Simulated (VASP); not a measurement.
# Pt (a cell with a defect) in VASP: single point with PBE

Aim: the single point of Pt (a cell with a defect) with PBE.

Program: VASP 6.6.1. These are calculated values, not measurements. Logs are shortened: lines on timing, memory, paths and dates and some standing lists are left out, and cuts for length are marked.

## (1) The cell of the first run

The cell holds a defect, 26 atoms: a = 8.422 Å, b = 8.422 Å, c = 8.422 Å, α = 60.00°, β = 60.00°, γ = 60.00°.

## (2) Single point, PBE

INCAR reads:

```
ALGO = Normal ; EDIFF = 1E-7
ENCUT = 520 ; GGA = PE
ISIF = 2 ; ISMEAR = 0
LASPH = True ; LCHARG = False
LREAL = Auto ; LWAVE = False
NBANDS = 149 ; NELM = 60
PREC = Accurate ; SIGMA = 0.1
```

KPOINTS reads:

```
k-points
0
Gamma
  4 4 4
```

POSCAR reads:

```
Pt
1.0
    0.0000000000      5.9553460791      5.9553460791
    5.9553460791      0.0000000000      5.9553460791
    5.9553460791      5.9553460791      0.0000000000
Pt
26
Direct
    0.0000000000      0.0000000000      0.3259801439
    0.0000000000      0.0000000000      0.6740198561
    0.0000000000      0.3259801439      0.0000000000
    0.0001298885      0.3332900372      0.3332900372
    0.0000000000      0.3259801439      0.6740198561
    0.0000000000      0.6740198561      0.0000000000
    0.0000000000      0.6740198561      0.3259801439
   -0.0001298885      0.6667099628      0.6667099628
    0.3259801439      0.0000000000      0.0000000000
    0.3332900372      0.0001298885      0.3332900372
    0.3259801439      0.0000000000      0.6740198561
    0.3332900372      0.3332900372      0.0001298885
    0.3332900372      0.3332900372      0.3332900372
    0.3321312030      0.3321312030      0.6678687970
    0.3259801439      0.6740198561      0.0000000000
    0.3321312030      0.6678687970      0.3321312030
    0.3321312030      0.6678687970      0.6678687970
    0.6740198561      0.0000000000      0.0000000000
    0.6740198561      0.0000000000      0.3259801439
    0.6667099628     -0.0001298885      0.6667099628
    0.6740198561      0.3259801439      0.0000000000
    0.6678687970      0.3321312030      0.3321312030
    0.6678687970      0.3321312030      0.6678687970
    0.6667099628      0.6667099628     -0.0001298885
    0.6678687970      0.6678687970      0.3321312030
    0.6667099628      0.6667099628      0.6667099628
```

Potentials or basis: VASP PAW PBE potentials, release 64 (Pt).

Run with:

```bash
$ cat potpaw_PBE.64/Pt/POTCAR > POTCAR
$ mpirun -np 1 vasp_std > vasp.out
```

OUTCAR:

```text
EDIFF = 1E-7
   ENCUT = 520
   GGA = PE
   ISIF = 2
   ISMEAR = 0
   LASPH = True
   LREAL = Auto
   NELM = 60
   PREC = Accurate

 ion  position               nearest neighbor table
   1  0.000  0.000  0.326-   3 2.75   7 2.75   9 2.75  19 2.75  16 2.80  22 2.80  20 2.84   8 2.84
                             4 2.84  10 2.84   2 2.93
   2  0.000  0.000  0.674-   5 2.75   6 2.75  11 2.75  18 2.75  17 2.80  23 2.80   4 2.84  10 2.84
                            20 2.84   8 2.84   1 2.93
   3  0.000  0.326  0.000-   1 2.75   5 2.75   9 2.75  21 2.75  14 2.80  22 2.80   8 2.84  24 2.84
                             4 2.84  12 2.84   6 2.93
   4  0.000  0.333  0.333-  10 2.81  12 2.81  13 2.81  23 2.81  25 2.81  22 2.81   5 2.84   7 2.84
                             6 2.84   2 2.84   3 2.84   1 2.84
   5  0.000  0.326  0.674-   2 2.75   3 2.75  11 2.75  21 2.75  14 2.80  23 2.80   4 2.84   8 2.84
                            13 2.84  26 2.84   7 2.93
   6  0.000  0.674  0.000-   2 2.75   7 2.75  15 2.75  18 2.75  17 2.80  25 2.80   4 2.84  12 2.84
                            24 2.84   8 2.84   3 2.93
   7  0.000  0.674  0.326-   1 2.75   6 2.75  15 2.75  19 2.75  16 2.80  25 2.80   4 2.84   8 2.84
                            13 2.84  26 2.84   5 2.93
   8  1.000  0.667  0.667-  20 2.81  24 2.81  26 2.81  16 2.81  14 2.81  17 2.81   5 2.84   7 2.84
                             1 2.84   3 2.84   6 2.84   2 2.84
   9  0.326  0.000  0.000-   1 2.75   3 2.75  11 2.75  15 2.75  14 2.80  16 2.80  20 2.84  24 2.84
[... 21 lines left out ...]
  20  0.667  1.000  0.667-   8 2.81  24 2.81  26 2.81  14 2.81  22 2.81  23 2.81  11 2.84  19 2.84
                             9 2.84   1 2.84  18 2.84   2 2.84
  21  0.674  0.326  0.000-   3 2.75   5 2.75  18 2.75  19 2.75  22 2.80  23 2.80  12 2.84  24 2.84
                            13 2.84  26 2.84  15 2.93
  22  0.668  0.332  0.332-   1 2.80   3 2.80  19 2.80  21 2.80  13 2.81  20 2.81  24 2.81   4 2.81
                            14 2.83  23 2.83  16 2.83  25 2.83
  23  0.668  0.332  0.668-   2 2.80   5 2.80  18 2.80  21 2.80  26 2.81  12 2.81   4 2.81  20 2.81
                            14 2.83  22 2.83  25 2.83  17 2.83
  24  0.667  0.667  1.000-   8 2.81  20 2.81  26 2.81  22 2.81  16 2.81  25 2.81  21 2.84  15 2.84
                             9 2.84   3 2.84  18 2.84   6 2.84
  25  0.668  0.668  0.332-   6 2.80   7 2.80  18 2.80  19 2.80  26 2.81  10 2.81   4 2.81  24 2.81
                            22 2.83  23 2.83  16 2.83  17 2.83
  26  0.667  0.667  0.667-   8 2.81  20 2.81  24 2.81  23 2.81  17 2.81  25 2.81  19 2.84   5 2.84
                            21 2.84  11 2.84  15 2.84   7 2.84

  LATTYP: Found a face centered cubic cell.
 ALAT       =    11.9106921582

  Lattice vectors:

 A1 = (   0.0000000000,   5.9553460791,   5.9553460791)
 A2 = (   5.9553460791,   0.0000000000,   5.9553460791)
 A3 = (   5.9553460791,   5.9553460791,   0.0000000000)

Analysis of symmetry for initial positions (statically):
=====================================================================
 Subroutine PRICEL returns:
 Original cell was already a primitive cell.

 Routine SETGRP: Setting up the symmetry group for a
[... 168 lines left out ...]
   IALGO  =     38    algorithm
   IMIX   =      4    mixing-type and parameters
     AMIX     =   0.40;   BMIX     =  1.00
     AMIX_MAG =   1.60;   BMIX_MAG =  1.00
  volume/ion in A,a.u.               =      16.25       109.64
  Fermi-wavevector in a.u.,A,eV,Ry     =   1.392565  2.631567 26.384941  1.939238
  Thomas-Fermi vector in A             =   2.516296
   LORBIT       =      0    0 simple, 1 ext, 2 COOP (PROOUT), +10 PAW based schemes
   GGA     = PE    functional components
   LHFCALC =     F    Hartree Fock is set to
   AEXX    =    0.0000 exact exchange contribution
   IVDW    =     0    specifies the selected vdW correction
   LEPSILON=     F    determine dielectric tensor
   LRPA    =     F    only Hartree local field effects (RPA)
 non-spin polarized calculation
 Gauss-broadening in eV      SIGMA  =   0.10
  energy-cutoff  :      520.00
  volume of cell :      422.43
 maximum number of plane-waves:     11414
 NGX is ok and might be reduce to    64
   NGX = 31   NGY = 31   NGZ = 31

 number of electron     260.0000000 magnetization

 Free energy of the ion-electron system (eV)
  ---------------------------------------------------
  ext. energy  EPLUGINS =         0.00000000
  ---------------------------------------------------
  free energy    TOTEN  =      -158.09014180 eV

  energy without entropy =     -157.85766107  energy(sigma->0) =     -157.97390143

 E-fermi :   9.9375     XC(G=0): -12.9989

 val. band max:        9.9349656864   @ k =   0.5000   0.0000   0.0000
 cond. band min:       9.9410372451   @ k =   0.2500   0.0000   0.0000
 fundamental gap:      0.0060715586
 Fermi energy:         9.9375190591

 k-point     1 :       0.0000    0.0000    0.0000
  band No.  band energies     occupation
      1       0.3631      2.00000
      2       2.8572      2.00000
      3       2.8572      2.00000
      4       2.8572      2.00000
      5       2.8577      2.00000
      6       3.0438      2.00000
[... 1149 lines left out ...]
    141      11.9738      0.00000
    142      11.9738      0.00000
 [bands above 142 left out]

------------------------ aborting loop because EDIFF is reached ----------------------------------------

  FORCE on cell =-STRESS in cart. coord.  units (eV):
  Direction    XX          YY          ZZ          XY          YZ          ZX
  --------------------------------------------------------------------------------------
  -------------------------------------------------------------------------------------
  Total      -11.2830378    -11.2830378    -11.2830378     -0.0000000      0.0000000     -0.0000000
  in kB      -42.7942694    -42.7942694    -42.7942694     -0.0000000      0.0000000     -0.0000000
  external PRESSURE =     -42.7942694 kB  Pullay stress =       0.0000000 kB

 VOLUME and BASIS-vectors are now :
 -----------------------------------------------------------------------------
  energy-cutoff  :      520.00
  volume of cell :      422.43
      direct lattice vectors                 reciprocal lattice vectors
     0.000000000  5.955346079  5.955346079    -0.083958177  0.083958177  0.083958177
     5.955346079  0.000000000  5.955346079     0.083958177 -0.083958177  0.083958177
     5.955346079  5.955346079  0.000000000     0.083958177  0.083958177 -0.083958177

 POSITION                                       TOTAL-FORCE (eV/Angst)
 -----------------------------------------------------------------------------------
      1.94132      1.94132      0.00000         0.000943      0.000943     -0.000000
      4.01402      4.01402      0.00000        -0.000943     -0.000943     -0.000000
      1.94132      0.00000      1.94132         0.000943      0.000000      0.000943
      3.96972      1.98563      1.98563         0.001192     -0.001192     -0.001192
      5.95535      4.01402      1.94132        -0.000000     -0.000943      0.000943
      4.01402      0.00000      4.01402        -0.000943      0.000000     -0.000943
[... 18 lines left out ...]
      5.95535      5.95535      7.95478        -0.000000      0.000000     -0.005013
      7.94098      7.94098      7.94098        -0.001192     -0.001192     -0.001192
 -----------------------------------------------------------------------------------
    total drift:                               -0.000000     -0.000000      0.000000

  FREE ENERGIE OF THE ION-ELECTRON SYSTEM (eV)
  ---------------------------------------------------
  free  energy   TOTEN  =      -158.0901417969 eV

  energy  without entropy=     -157.8576610696  energy(sigma->0) =     -157.97390143
```

Wall time 26 min (1 thread of Intel Xeon 6975P-C, shared host); peak memory 0.74 GiB.

What came out:

| Item | Value |
| --- | --- |
| Free energy | -158.0901 eV |
| Pressure | -4.3 GPa |
| Largest force | 0.005 eV/Å |
| Band gap on the k mesh | zero (band 130 reaches 10.12 eV, above the bottom of band 131 at 9.38 eV) |

Forces on the atoms (eV/Å):
```
Pt   0.001  0.001  0.000
Pt  -0.001 -0.001  0.000
Pt   0.001  0.000  0.001
Pt   0.001 -0.001 -0.001
Pt   0.000 -0.001  0.001
Pt  -0.001  0.000 -0.001
Pt   0.000  0.001 -0.001
Pt  -0.001  0.001  0.001
Pt   0.000  0.001  0.001
Pt  -0.001  0.001 -0.001
Pt  -0.001  0.000  0.001
Pt  -0.001 -0.001  0.001
Pt   0.001  0.001  0.001
Pt   0.000  0.000  0.005
Pt  -0.001  0.001  0.000
Pt   0.000  0.005  0.000
Pt  -0.005  0.000  0.000
Pt   0.000 -0.001 -0.001
Pt   0.001  0.000 -0.001
Pt   0.001 -0.001  0.001
Pt   0.001 -0.001  0.000
Pt   0.005  0.000  0.000
Pt   0.000 -0.005  0.000
Pt   0.001  0.001 -0.001
Pt   0.000  0.000 -0.005
Pt  -0.001 -0.001 -0.001
```

Levels at points of the mesh, in eV from the Fermi level:
```csv
k point,band 128,band 129,band 130,band 131,band 132,band 133
"(0.00, 0.00, 0.00)",-0.64,-0.64,-0.64,-0.55,-0.55,-0.54
"(0.50, 0.00, 0.00)",-0.06,-0.06,-0.06,0.00,0.00,0.00
"(0.50, 0.50, 0.00)",0.12,0.12,0.18,0.28,0.28,0.50
```

Caveat: spin-orbit coupling is left out, which moves the levels of the heavy elements.
